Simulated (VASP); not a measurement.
# HfN (P-6m2) in VASP: further runs

Runs on HfN. Level: r2SCAN. Tasks: single point.

Everything below comes from runs of VASP 6.6.1. Logs are shortened: lines on timing, memory, paths and dates and some standing lists are left out, and cuts for length are marked.

### Step 1. The cell of the first run

Symmetry: P-6m2, No. 187, hexagonal system. The conventional cell has a = 3.085 Å, b = 3.085 Å, c = 2.891 Å, α = 90.00°, β = 90.00°, γ = 120.00°. Within 3.1 Å of Hf (site symmetry -6m2) lie 6 N at 2.29 Å and 8 Hf at 2.89 to 3.09 Å. N (site symmetry -6m2) has 6 Hf at 2.29 Å and 8 N at 2.89 to 3.09 Å within 3.1 Å.

### Step 2. Single point, r2SCAN

File POSCAR:

```
HfN
1.0
    3.0854334487      0.0000000000      0.0000000000
   -1.5427167244      2.6720637483      0.0000000000
    0.0000000000      0.0000000000      2.8908649372
Hf N
1 1
Direct
    0.0000000000      0.0000000000      0.0000000000
    0.6666666667      0.3333333333      0.5000000000
```

File INCAR.step1:

```
PREC = Accurate
ENCUT = 520
ISMEAR = 0
SIGMA = 0.1
LREAL = F
LASPH = T
NELM = 100
NBANDS = 14
GGA = PE
ALGO = Normal
EDIFF = 1E-4
LWAVE = T
LCHARG = F
```

File INCAR.step2:

```
PREC = Accurate
ENCUT = 520
EDIFF = 1E-6
ISMEAR = 0
SIGMA = 0.1
LREAL = F
LASPH = T
NELM = 100
ALGO = Normal
ISIF = 2
LWAVE = F
LCHARG = F
METAGGA = R2SCAN
LMIXTAU = T
NBANDS = 14
ISTART = 1
```

File KPOINTS:

```
Automatic mesh
0
Gamma
  12 12 12
```

Potentials or basis: VASP PAW PBE potentials, release 64 (Hf_pv, N).

Command:

```sh
> cat potpaw_PBE.64/Hf_pv/POTCAR potpaw_PBE.64/N/POTCAR > POTCAR
> cp INCAR.step1 INCAR
> mpirun -np 1 vasp_std > vasp.out
> cp INCAR.step2 INCAR
> mpirun -np 1 vasp_std > vasp.out
```

OUTCAR:

```text
PREC = Accurate
   ENCUT = 520
   EDIFF = 1E-6
   ISMEAR = 0
   LREAL = F
   LASPH = T
   NELM = 100
   ISIF = 2
   METAGGA = R2SCAN
   ISTART = 1

 ion  position               nearest neighbor table
   1  0.000  0.000  0.000-   2 2.29   2 2.29   2 2.29   2 2.29   2 2.29   2 2.29
   2  0.667  0.333  0.500-   1 2.29   1 2.29   1 2.29   1 2.29   1 2.29   1 2.29

  LATTYP: Found a hexagonal cell.
 ALAT       =     3.0854334487
 C/A-ratio  =     0.9369396505

  Lattice vectors:

 A1 = (   3.0854334487,   0.0000000000,   0.0000000000)
 A2 = (  -1.5427167244,   2.6720637483,   0.0000000000)
 A3 = (   0.0000000000,   0.0000000000,   2.8908649372)

Analysis of symmetry for initial positions (statically):
=====================================================================
 Subroutine PRICEL returns:
 Original cell was already a primitive cell.

 Routine SETGRP: Setting up the symmetry group for a
 hexagonal supercell.

 Subroutine GETGRP returns: Found 12 space group operations
 (whereof 12 operations were pure point group operations)
 out of a pool of 24 trial point group operations.

The static configuration has the point symmetry D_3h.

Analysis of symmetry for dynamics (positions and initial velocities):
=====================================================================
 Subroutine PRICEL returns:
 Original cell was already a primitive cell.

 Routine SETGRP: Setting up the symmetry group for a
 hexagonal supercell.

 Subroutine GETGRP returns: Found 12 space group operations
 (whereof 12 operations were pure point group operations)
 out of a pool of 24 trial point group operations.

The dynamic configuration has the point symmetry D_3h.

 Subroutine INISYM returns: Found 12 space group operations
 (whereof 12 operations are pure point group operations),
 and found     1 'primitive' translations

----------------------------------------------------------------------------------------

                                     Primitive cell

  volume of cell :      23.8337

  direct lattice vectors                    reciprocal lattice vectors
     3.085433449  0.000000000  0.000000000     0.324103571  0.187121284  0.000000000
    -1.542716724  2.672063748  0.000000000     0.000000000  0.374242568  0.000000000
     0.000000000  0.000000000  2.890864937     0.000000000  0.000000000  0.345917233

  length of vectors
     3.085433449  3.085433449  2.890864937     0.374242568  0.374242568  0.345917233

  position of ions in fractional coordinates (direct lattice)
     0.000000000  0.000000000  0.000000000
     0.666666667  0.333333333  0.500000000

  ion indices of the primitive-cell ions
   primitive index   ion index
                 1           1
                 2           2

----------------------------------------------------------------------------------------

 KPOINTS: Automatic mesh

Automatic generation of k-mesh.
 Grid dimensions read from file:
 generate k-points for:   12   12   12

 Generating k-lattice:

  Cartesian coordinates                     Fractional coordinates (reciprocal lattice)
     0.027008631  0.015593440  0.000000000     0.083333333  0.000000000  0.000000000
     0.000000000  0.031186881  0.000000000     0.000000000  0.083333333  0.000000000
     0.000000000  0.000000000  0.028826436     0.000000000  0.000000000  0.083333333

  Length of vectors
     0.031186881  0.031186881  0.028826436

  Shift w.r.t. Gamma in fractional coordinates (k-lattice)
     0.000000000  0.000000000  0.000000000

 Subroutine IBZKPT returns following result:
 ===========================================

 Found    133 irreducible k-points:

 Following reciprocal coordinates:
            Coordinates               Weight
  0.000000  0.000000  0.000000      1.000000
  0.083333 -0.000000  0.000000      6.000000
  0.166667 -0.000000  0.000000      6.000000
  0.250000  0.000000  0.000000      6.000000
  0.333333  0.000000  0.000000      6.000000
  0.416667  0.000000  0.000000      6.000000
[... 16 lines left out ...]
  0.250000  0.000000  0.083333     12.000000
  0.333333  0.000000  0.083333     12.000000
 [... further k-points ...]
   k-points           NKPTS =    133   k-points in BZ     NKDIM =    133   number of bands    NBANDS=     14
   number of dos      NEDOS =    301   number of ions     NIONS =      2
   total plane-waves  NPLWV =  13824
   dimension x,y,z NGX =    24 NGY =   24 NGZ =   24
   dimension x,y,z NGXF=    48 NGYF=   48 NGZF=   48
   ions per type =               1   1
   NGX,Y,Z   is equivalent  to a cutoff of  12.93, 12.93, 13.80 a.u.
   NGXF,Y,Z  is equivalent  to a cutoff of  25.86, 25.86, 27.60 a.u.
 SYSTEM =  unknown system
   PREC   = accura    normal or accurate (medium, high low for compatibility)
   ISTART =      1    job   : 0-new  1-cont  2-samecut
   ICHARG =      0    charge: 1-file 2-atom 10-const
   ISPIN  =      1    spin polarized calculation?
   LNONCOLLINEAR =      F non collinear calculations
   LSORBIT =      F    spin-orbit coupling
   LASPH  =      T    aspherical Exc in radial PAW
   ENCUT  =  520.0 eV  38.22 Ry    6.18 a.u.   5.74  5.74  5.38*2*pi/ulx,y,z
   NELM   =    100;   NELMIN=  2; NELMDL=  0     # of ELM steps
   EDIFF  = 0.1E-05   stopping-criterion for ELM
   LREAL  =      F    real-space projection
   EDIFFG = 0.1E-04   stopping-criterion for IOM
   NSW    =      0    number of steps for IOM
   IBRION =     -1    ionic relax: 0-MD 1-quasi-New 2-CG
   NFREE  =      0    steps in history (QN), initial steepest desc. (CG)
   ISIF   =      2    stress and relaxation
   ISYM   =      2    0-nonsym 1-usesym 2-fastsym
   POTIM  = 0.5000    time-step for ionic-motion
   TEBEG  =    0.0;   TEEND  =   0.0 temperature during run
   PSTRESS=    0.0 pullay stress
   NELECT =      15.0000    total number of electrons
   NUPDOWN=      -1.0000    fix difference up-down
   EMIN   =  10.00;   EMAX   =-10.00  energy-range for DOS
   EFERMI =   0.00;   METHOD = LEGACY
   ISMEAR =     0;   SIGMA  =   0.10  broadening in eV -4-tet -1-fermi 0-gaus
   EFERMI_NEDOS =   21; number of points for ismear=-14 and -15
   IALGO  =     38    algorithm
   IMIX   =      4    mixing-type and parameters
     AMIX     =   0.40;   BMIX     =  1.00
     AMIX_MAG =   1.60;   BMIX_MAG =  1.00
  volume/ion in A,a.u.               =      11.92        80.42
  Fermi-wavevector in a.u.,A,eV,Ry     =   1.402948  2.651188 26.779855  1.968264
  Thomas-Fermi vector in A             =   2.525659
   LORBIT       =      0    0 simple, 1 ext, 2 COOP (PROOUT), +10 PAW based schemes
   METAGGA = R2SCAN    functional components
   LHFCALC =     F    Hartree Fock is set to
   AEXX    =    0.0000 exact exchange contribution
   IVDW    =     0    specifies the selected vdW correction
   LEPSILON=     F    determine dielectric tensor
   LRPA    =     F    only Hartree local field effects (RPA)
 non-spin polarized calculation
 Gauss-broadening in eV      SIGMA  =   0.10
  energy-cutoff  :      520.00
  volume of cell :       23.83
 maximum number of plane-waves:       660
 NGX is ok and might be reduce to    24
   NGX = 11   NGY = 11   NGZ = 11

 number of electron      14.9999999 magnetization

 Free energy of the ion-electron system (eV)
  ---------------------------------------------------
  ext. energy  EPLUGINS =         0.00000000
  ---------------------------------------------------
  free energy    TOTEN  =       -57.42307672 eV

  energy without entropy =      -57.41367216  energy(sigma->0) =      -57.41837444

 E-fermi :   6.9823     XC(G=0): -13.3234

 val. band max:        6.9803356579   @ k =   0.3333   0.0833   0.2500
 cond. band min:       6.9930820085   @ k =   0.3333   0.0000   0.3333
 fundamental gap:      0.0127463506
 Fermi energy:         6.9823092581

 k-point     1 :       0.0000    0.0000    0.0000
  band No.  band energies     occupation
      1     -24.4866      2.00000
      2     -24.4866      2.00000
      3     -24.2680      2.00000
      4     -10.2305      2.00000
      5       3.2456      2.00000
      6       3.2456      2.00000
      7       4.6633      2.00000
      8       5.1567      2.00000
      9       9.4463      0.00000
     10      12.1695      0.00000
     11      12.1695      0.00000
     12      13.2426      0.00000
     13      13.2426      0.00000
     14      19.0306      0.00000

 k-point     2 :       0.0833   -0.0000    0.0000
  band No.  band energies     occupation
      1     -24.5569      2.00000
      2     -24.5010      2.00000
      3     -24.2597      2.00000
      4     -10.1038      2.00000
      5       2.8595      2.00000
      6       3.3375      2.00000
      7       4.8102      2.00000
      8       5.0098      2.00000
      9       9.9924      0.00000
     10      11.8591      0.00000
     11      12.1963      0.00000
     12      13.1725      0.00000
     13      13.3711      0.00000
     14      19.0306      0.00000

 k-point     3 :       0.1667   -0.0000    0.0000
  band No.  band energies     occupation
      1     -24.7441      2.00000
      2     -24.5399      2.00000
      3     -24.2369      2.00000
      4      -9.7579      2.00000
      5       2.0294      2.00000
      6       3.5839      2.00000
      7       4.6378      2.00000
      8       5.1810      2.00000
      9      11.0867      0.00000
     10      11.3591      0.00000
     11      12.3100      0.00000
     12      12.9872      0.00000
     13      13.6548      0.00000
     14      19.0309      0.00000
[... 324 lines left out ...]
 k-point    23 :       0.2500    0.0000    0.0833
  band No.  band energies     occupation
      1     -24.9784      2.00000
      2     -24.5846      2.00000
      3     -24.2856      2.00000
      4      -9.2032      2.00000
      5       1.2530      2.00000
      6       3.7580      2.00000
      7       3.8677      2.00000
      8       5.8632      2.00000
      9      10.7726      0.00000
     10      11.6959      0.00000
     11      12.5710      0.00000
     12      13.6172      0.00000
     13      14.1741      0.00000
     14      19.0310      0.00000

 k-point    24 :       0.3333    0.0000    0.0833
  band No.  band energies     occupation
      1     -25.2108      2.00000
      2     -24.6364      2.00000
      3     -24.2512      2.00000
      4      -8.7610      2.00000
      5       0.5783      2.00000
      6       3.5072      2.00000
      7       4.1028      2.00000
      8       5.8313      2.00000
      9      11.0438      0.00000
     10      12.0178      0.00000
     11      13.1423      0.00000
     12      13.6340      0.00000
     13      14.8525      0.00000
     14      19.0311      0.00000

 [... further k-points ...]
[... 5 lines left out ...]
  --------------------------------------------------------------------------------------
  -------------------------------------------------------------------------------------
  Total       -0.3024660     -0.3024660     -0.3599494      0.0000000     -0.0000000     -0.0000000
  in kB      -20.3327572    -20.3327572    -24.1969828      0.0000000     -0.0000000     -0.0000000
  external PRESSURE =     -21.6208324 kB  Pullay stress =       0.0000000 kB

 VOLUME and BASIS-vectors are now :
 -----------------------------------------------------------------------------
  energy-cutoff  :      520.00
  volume of cell :       23.83
      direct lattice vectors                 reciprocal lattice vectors
     3.085433449  0.000000000  0.000000000     0.324103571  0.187121284  0.000000000
    -1.542716724  2.672063748  0.000000000     0.000000000  0.374242568  0.000000000
     0.000000000  0.000000000  2.890864937     0.000000000  0.000000000  0.345917233

 POSITION                                       TOTAL-FORCE (eV/Angst)
 -----------------------------------------------------------------------------------
      0.00000      0.00000      0.00000        -0.000000      0.000000      0.000000
      1.54272      0.89069      1.44543         0.000000     -0.000000      0.000000
 -----------------------------------------------------------------------------------
    total drift:                               -0.000000      0.000000      0.000000

  FREE ENERGIE OF THE ION-ELECTRON SYSTEM (eV)
  ---------------------------------------------------
  free  energy   TOTEN  =       -57.4230767172 eV

  energy  without entropy=      -57.4136721592  energy(sigma->0) =      -57.41837444
```

Wall time 2.5 min (1 thread of Intel Xeon 8259CL, shared host); peak memory 0.18 GiB.

Results:

- Free energy: -57.4231 eV
- Pressure: -2.2 GPa
- Band gap on the k mesh: zero (an odd number of electrons rules out a gap without spin polarisation)

Stress tensor (GPa, compression positive):
```
-2.03  0.00  0.00
 0.00 -2.03  0.00
 0.00  0.00 -2.42
```

Caveat: the PAW data sets were made with another functional, which shifts forces and pressure a little; spin-orbit coupling is left out, which moves the levels of the heavy elements.

(Continued in part 2 of 2.)
